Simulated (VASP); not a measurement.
Input of a VASP 6.6.1 run:

File POSCAR:

```
Mo
1.0
   -1.5655690012      1.5655690012      3.7363741522
    1.5655690012     -1.5655690012      3.7363741522
    1.5655690012      1.5655690012     -3.7363741522
Mo
2
Direct
    0.8388465940      0.8388465940      0.0000000000
    0.1611534060      0.1611534060      0.0000000000
```

File INCAR.step1:

```
PREC = Accurate
ENCUT = 520
ISMEAR = 0
SIGMA = 0.1
LREAL = False
LASPH = True
NELM = 100
NBANDS = 21
GGA = PE
ALGO = Normal
EDIFF = 1E-4
LWAVE = True
LCHARG = False
```

INCAR.step2

```
PREC = Accurate
ENCUT = 520
EDIFF = 1E-7
ISMEAR = 0
SIGMA = 0.1
LREAL = False
LASPH = True
NELM = 100
ALGO = Normal
ISIF = 2
LWAVE = False
LCHARG = True
METAGGA = R2SCAN
LMIXTAU = True
LELF = True
LVHAR = True
NBANDS = 21
ISTART = 1
```

Contents of KPOINTS:

```
Automatic mesh
0
Gamma
  24 24 24
```

Potentials or basis: VASP PAW PBE potentials, release 64 (Mo_sv).

The run is started by

```console
$ cat potpaw_PBE.64/Mo_sv/POTCAR > POTCAR
$ cp INCAR.step1 INCAR
$ mpirun -np 1 vasp_std > vasp.out
$ cp INCAR.step2 INCAR
$ mpirun -np 1 vasp_std > vasp.out
```

Question: Predict the largest force.

Answer: 0.018 eV/Å.

Question: What does it give for the band gap on the k mesh?

Answer: Zero (bands 14 and 15 overlap by 0.94 eV).

Question: What does it give for the pressure?

Answer: 1.0 GPa.

Stress tensor (GPa, compression positive):
```
0.84 0.00 0.00
0.00 0.84 0.00
0.00 0.00 1.37
```

Caveat: the PAW data sets were made with another functional, which shifts forces and pressure a little.
